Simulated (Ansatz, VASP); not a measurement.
**Two plane-wave programs on Zr12H**

```xyz
13
Lattice="6.4600 0.0000 0.0000 -4.8450 8.3918 0.0000 0.0000 0.0000 5.1454" Properties=species:S:1:pos:R:3 pbc="T T T"
Zr    0.0088    0.0113   -0.0312
Zr    0.0035    1.8583    2.5347
Zr   -1.5834    2.7752   -0.0105
Zr   -1.5915    4.6834    2.6111
Zr   -3.2338    5.6261    0.0171
Zr   -3.2231    7.4777    2.5730
Zr    3.2291   -0.0142   -0.0086
Zr    3.2388    1.8348    2.5490
Zr    1.5953    2.7812   -0.0394
Zr    1.5886    4.6878    2.5786
Zr    0.0016    5.6055    0.0317
Zr   -0.0011    7.4525    2.5911
H     3.2359    3.7295    1.2844
```

Alike in both runs: functional PBE; k mesh 3 × 2 × 3; occupations fermi-dirac, width 0.1 eV; no spin polarisation.

Ansatz relaxed the structure, and its values are those at the end. VASP's run is a single point on that final structure, the one shown.

```csv
,VASP,Ansatz
version,VASP 6.6.1,Ansatz 0.2.0
potentials or method,"VASP PAW PBE potentials, release 64 (Zr_sv, H), cutoff 520 eV","scalar-relativistic, plane waves, PAW"
valence electrons in the cell,145,145
```

|  | VASP | Ansatz | Ansatz less VASP |
| --- | --- | --- | --- |
| rms of the force components (eV/Å) | 0.013 | 0.013 | -0.0002 |

The k mesh is coarse, so the values compare programs but aren't converged.
